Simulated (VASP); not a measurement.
# Hf (Im-3m) in VASP: a series of runs

Hf is run at these levels: PBEsol; tasks: single point.

Everything below comes from runs of VASP 6.6.1. Logs are shortened: lines on timing, memory, paths and dates and some standing lists are left out, and cuts for length are marked.

**1. The cell of the first run**

It takes space group Im-3m (No. 229, cubic). Conventional cell: a = 3.385 Å, b = 3.385 Å, c = 3.385 Å, α = 90.00°, β = 90.00°, γ = 90.00°. Hf (site symmetry m-3m) has 14 Hf at 2.93 to 3.39 Å within 3.9 Å.

This isn't the form of Hf at room conditions, which is hcp.

**2. Single point, PBEsol**

INCAR

```
SYSTEM = Hf
ALGO = Normal
EDIFF = 1E-6
ENCUT = 500
GGA = PS
GGA_COMPAT = .False.
ISIF = 2
ISMEAR = 0
LASPH = .True.
LCHARG = .True.
LELF = .True.
LREAL = .False.
LVHAR = .True.
LWAVE = .False.
NBANDS = 11
NELM = 120
PREC = Accurate
SIGMA = 0.1
```

KPOINTS

```
k-points
0
Gamma
  18 18 18
  0 0 0
```

POSCAR

```
Hf
1.0
   -1.6926990549      1.6926990549      1.6926990549
    1.6926990549     -1.6926990549      1.6926990549
    1.6926990549      1.6926990549     -1.6926990549
Hf
1
Direct
    0.0000000000      0.0000000000      0.0000000000
```

Potentials or basis: VASP PAW PBE potentials, release 64 (Hf_pv).

Run with:

```console
$ cat potpaw_PBE.64/Hf_pv/POTCAR > POTCAR
$ mpirun -np 1 vasp_std > vasp.out
```

OUTCAR:

```text
SYSTEM = Hf
   EDIFF = 1E-6
   ENCUT = 500
   GGA = PS
   ISIF = 2
   ISMEAR = 0
   LASPH = .True.
   LREAL = .False.
   NELM = 120
   PREC = Accurate

 ion  position               nearest neighbor table
   1  0.000  0.000  0.000-

  LATTYP: Found a body centered cubic cell.
 ALAT       =     3.3853981098

  Lattice vectors:

 A1 = (  -1.6926990549,   1.6926990549,   1.6926990549)
 A2 = (   1.6926990549,  -1.6926990549,   1.6926990549)
 A3 = (   1.6926990549,   1.6926990549,  -1.6926990549)

Analysis of symmetry for initial positions (statically):
=====================================================================
 Subroutine PRICEL returns:
 Original cell was already a primitive cell.

 Routine SETGRP: Setting up the symmetry group for a
 body centered cubic supercell.

 Subroutine GETGRP returns: Found 48 space group operations
 (whereof 48 operations were pure point group operations)
 out of a pool of 48 trial point group operations.

The static configuration has the point symmetry O_h .

Analysis of symmetry for dynamics (positions and initial velocities):
=====================================================================
 Subroutine PRICEL returns:
 Original cell was already a primitive cell.

 Routine SETGRP: Setting up the symmetry group for a
 body centered cubic supercell.

 Subroutine GETGRP returns: Found 48 space group operations
 (whereof 48 operations were pure point group operations)
 out of a pool of 48 trial point group operations.

The dynamic configuration has the point symmetry O_h .

 Subroutine INISYM returns: Found 48 space group operations
 (whereof 48 operations are pure point group operations),
 and found     1 'primitive' translations

----------------------------------------------------------------------------------------

                                     Primitive cell

  volume of cell :      19.3999

  direct lattice vectors                    reciprocal lattice vectors
    -1.692699055  1.692699055  1.692699055     0.000000000  0.295386235  0.295386235
     1.692699055 -1.692699055  1.692699055     0.295386235  0.000000000  0.295386235
     1.692699055  1.692699055 -1.692699055     0.295386235  0.295386235  0.000000000

  length of vectors
     2.931840765  2.931840765  2.931840765     0.417739219  0.417739219  0.417739219

  position of ions in fractional coordinates (direct lattice)
     0.000000000  0.000000000  0.000000000

  ion indices of the primitive-cell ions
   primitive index   ion index
                 1           1

----------------------------------------------------------------------------------------

 KPOINTS: k-points

Automatic generation of k-mesh.
 Grid dimensions read from file:
 generate k-points for:   18   18   18

 Generating k-lattice:

  Cartesian coordinates                     Fractional coordinates (reciprocal lattice)
     0.000000000  0.016410346  0.016410346     0.055555556  0.000000000  0.000000000
     0.016410346  0.000000000  0.016410346     0.000000000  0.055555556  0.000000000
     0.016410346  0.016410346  0.000000000     0.000000000  0.000000000  0.055555556

  Length of vectors
     0.023207734  0.023207734  0.023207734

  Shift w.r.t. Gamma in fractional coordinates (k-lattice)
     0.000000000  0.000000000  0.000000000

 Subroutine IBZKPT returns following result:
 ===========================================

 Found    195 irreducible k-points:

 Following reciprocal coordinates:
            Coordinates               Weight
  0.000000  0.000000  0.000000      1.000000
  0.055556  0.000000  0.000000     12.000000
  0.111111  0.000000  0.000000     12.000000
  0.166667  0.000000  0.000000     12.000000
  0.222222  0.000000  0.000000     12.000000
  0.277778  0.000000  0.000000     12.000000
[... 16 lines left out ...]
  0.333333  0.111111  0.000000     48.000000
  0.388889  0.111111  0.000000     48.000000
 [... further k-points ...]
   k-points           NKPTS =    195   k-points in BZ     NKDIM =    195   number of bands    NBANDS=     11
   number of dos      NEDOS =    301   number of ions     NIONS =      1
   total plane-waves  NPLWV =  13824
   dimension x,y,z NGX =    24 NGY =   24 NGZ =   24
   dimension x,y,z NGXF=    48 NGYF=   48 NGZF=   48
   ions per type =               1
   NGX,Y,Z   is equivalent  to a cutoff of  13.61, 13.61, 13.61 a.u.
   NGXF,Y,Z  is equivalent  to a cutoff of  27.22, 27.22, 27.22 a.u.
 SYSTEM =  Hf
   PREC   = accura    normal or accurate (medium, high low for compatibility)
   ISTART =      0    job   : 0-new  1-cont  2-samecut
   ICHARG =      2    charge: 1-file 2-atom 10-const
   ISPIN  =      1    spin polarized calculation?
   LNONCOLLINEAR =      F non collinear calculations
   LSORBIT =      F    spin-orbit coupling
   LASPH  =      T    aspherical Exc in radial PAW
   ENCUT  =  500.0 eV  36.75 Ry    6.06 a.u.   5.35  5.35  5.35*2*pi/ulx,y,z
   NELM   =    120;   NELMIN=  2; NELMDL= -5     # of ELM steps
   EDIFF  = 0.1E-05   stopping-criterion for ELM
   LREAL  =      F    real-space projection
   EDIFFG = 0.1E-04   stopping-criterion for IOM
   NSW    =      0    number of steps for IOM
   IBRION =     -1    ionic relax: 0-MD 1-quasi-New 2-CG
   NFREE  =      0    steps in history (QN), initial steepest desc. (CG)
   ISIF   =      2    stress and relaxation
   ISYM   =      2    0-nonsym 1-usesym 2-fastsym
   POTIM  = 0.5000    time-step for ionic-motion
   TEBEG  =    0.0;   TEEND  =   0.0 temperature during run
   PSTRESS=    0.0 pullay stress
   NELECT =      10.0000    total number of electrons
   NUPDOWN=      -1.0000    fix difference up-down
   EMIN   =  10.00;   EMAX   =-10.00  energy-range for DOS
   EFERMI =   0.00;   METHOD = LEGACY
   ISMEAR =     0;   SIGMA  =   0.10  broadening in eV -4-tet -1-fermi 0-gaus
   EFERMI_NEDOS =   21; number of points for ismear=-14 and -15
   IALGO  =     38    algorithm
   IMIX   =      4    mixing-type and parameters
     AMIX     =   0.40;   BMIX     =  1.00
     AMIX_MAG =   1.60;   BMIX_MAG =  1.00
  volume/ion in A,a.u.               =      19.40       130.92
  Fermi-wavevector in a.u.,A,eV,Ry     =   1.312628  2.480508 23.442742  1.722993
  Thomas-Fermi vector in A             =   2.443007
   LORBIT       =      0    0 simple, 1 ext, 2 COOP (PROOUT), +10 PAW based schemes
   GGA     = PS    functional components
   LHFCALC =     F    Hartree Fock is set to
   AEXX    =    0.0000 exact exchange contribution
   IVDW    =     0    specifies the selected vdW correction
   LEPSILON=     F    determine dielectric tensor
   LRPA    =     F    only Hartree local field effects (RPA)
 non-spin polarized calculation
 Gauss-broadening in eV      SIGMA  =   0.10
  energy-cutoff  :      500.00
  volume of cell :       19.40
 maximum number of plane-waves:       531
 NGX is ok and might be reduce to    24
   NGX = 11   NGY = 11   NGZ = 11

 number of electron      10.0000000 magnetization

 Free energy of the ion-electron system (eV)
  ---------------------------------------------------
  ext. energy  EPLUGINS =         0.00000000
  ---------------------------------------------------
  free energy    TOTEN  =       -10.27837102 eV

  energy without entropy =      -10.26966683  energy(sigma->0) =      -10.27401893

 E-fermi :   5.3859     XC(G=0): -12.0583

 val. band max:        5.3692231686   @ k =  -0.3889   0.3889   0.1111
 cond. band min:       5.3955445514   @ k =   0.2778   0.1667   0.0556
 fundamental gap:      0.0263213827
 Fermi energy:         5.3858882301

 k-point     1 :       0.0000    0.0000    0.0000
  band No.  band energies     occupation
      1     -23.8058      2.00000
      2     -23.8058      2.00000
      3     -23.8058      2.00000
      4      -2.0686      2.00000
      5       7.0191      0.00000
      6       7.0191      0.00000
      7       7.0191      0.00000
      8      10.2470      0.00000
      9      10.2470      0.00000
     10      19.1754      0.00000
     11      19.4336      0.00000

 k-point     2 :       0.0556    0.0000    0.0000
  band No.  band energies     occupation
      1     -23.8496      2.00000
      2     -23.8188      2.00000
      3     -23.8061      2.00000
      4      -1.9313      2.00000
      5       6.9196      0.00000
      6       6.9838      0.00000
      7       7.1546      0.00000
      8      10.0726      0.00000
      9      10.2426      0.00000
     10      19.1753      0.00000
     11      19.5734      0.00000

 k-point     3 :       0.1111    0.0000    0.0000
  band No.  band energies     occupation
      1     -23.9741      2.00000
      2     -23.8561      2.00000
      3     -23.8071      2.00000
      4      -1.5342      2.00000
      5       6.6477      0.00000
      6       6.8378      0.00000
      7       7.5569      0.00000
      8       9.7280      0.00000
      9      10.2400      0.00000
     10      19.1746      0.00000
     11      19.9373      0.00000

 k-point     4 :       0.1667    0.0000    0.0000
  band No.  band energies     occupation
      1     -24.1599      2.00000
      2     -23.9127      2.00000
      3     -23.8086      2.00000
      4      -0.9224      2.00000
      5       6.2676      0.00000
      6       6.5231      0.00000
      7       8.2148      0.00000
      8       9.5243      0.00000
      9      10.2654      0.00000
     10      19.1730      0.00000
     11      20.3123      0.00000
[... 239 lines left out ...]
 k-point    22 :       0.2778    0.1111    0.0000
  band No.  band energies     occupation
      1     -24.8098      2.00000
      2     -24.1486      2.00000
      3     -23.8695      2.00000
      4       1.5219      2.00000
      5       5.0646      1.99999
      6       5.5670      0.01045
      7       9.6666      0.00000
      8      11.0882      0.00000
      9      11.9543      0.00000
     10      18.5814      0.00000
     11      19.1798      0.00000

 k-point    23 :       0.3333    0.1111    0.0000
  band No.  band energies     occupation
      1     -24.9475      2.00000
      2     -24.2149      2.00000
      3     -23.8726      2.00000
      4       1.8464      2.00000
      5       4.8553      2.00000
      6       5.8996      0.00000
      7       9.9303      0.00000
      8      11.2181      0.00000
      9      13.2119      0.00000
     10      17.7863      0.00000
     11      18.8189      0.00000

 k-point    24 :       0.3889    0.1111    0.0000
  band No.  band energies     occupation
      1     -25.0357      2.00000
      2     -24.2581      2.00000
      3     -23.8746      2.00000
      4       1.9466      2.00000
      5       4.7240      2.00000
      6       6.3965      0.00000
      7       9.9891      0.00000
      8      11.4034      0.00000
      9      14.2905      0.00000
     10      17.1830      0.00000
     11      17.8920      0.00000

 [... further k-points ...]

------------------------ aborting loop because EDIFF is reached ----------------------------------------

  FORCE on cell =-STRESS in cart. coord.  units (eV):
  Direction    XX          YY          ZZ          XY          YZ          ZX
  --------------------------------------------------------------------------------------
  -------------------------------------------------------------------------------------
  Total        1.3466852      1.3466852      1.3466852     -0.0000000     -0.0000000     -0.0000000
  in kB      111.2185979    111.2185979    111.2185979     -0.0000000     -0.0000000     -0.0000000
  external PRESSURE =     111.2185979 kB  Pullay stress =       0.0000000 kB

 VOLUME and BASIS-vectors are now :
 -----------------------------------------------------------------------------
  energy-cutoff  :      500.00
  volume of cell :       19.40
      direct lattice vectors                 reciprocal lattice vectors
    -1.692699055  1.692699055  1.692699055     0.000000000  0.295386235  0.295386235
     1.692699055 -1.692699055  1.692699055     0.295386235  0.000000000  0.295386235
     1.692699055  1.692699055 -1.692699055     0.295386235  0.295386235  0.000000000

 POSITION                                       TOTAL-FORCE (eV/Angst)
 -----------------------------------------------------------------------------------
      0.00000      0.00000      0.00000         0.000000     -0.000000      0.000000
 -----------------------------------------------------------------------------------
    total drift:                                0.000000      0.000000     -0.000000

  FREE ENERGIE OF THE ION-ELECTRON SYSTEM (eV)
  ---------------------------------------------------
  free  energy   TOTEN  =       -10.2783710195 eV

  energy  without entropy=      -10.2696668348  energy(sigma->0) =      -10.27401893
```

It took 27 s on 1 thread of Intel Xeon Platinum 8259CL at 2.50GHz (Skylake/Cascade Lake), shared host; peak memory 0.17 GiB.

What came out:

* Free energy: -10.2784 eV
* Pressure: 11.1 GPa
* Band gap on the k mesh: zero (bands 5 and 6 overlap by 2.41 eV)

Caveat: the cell stands under pressure; the PAW data sets were made with another functional, which shifts forces and pressure a little; spin-orbit coupling is left out, which moves the levels of the heavy elements.

(Part 1 of 2 ends here.)

The gap in the log of VASP goes by the Fermi energy; the results here count the filled bands.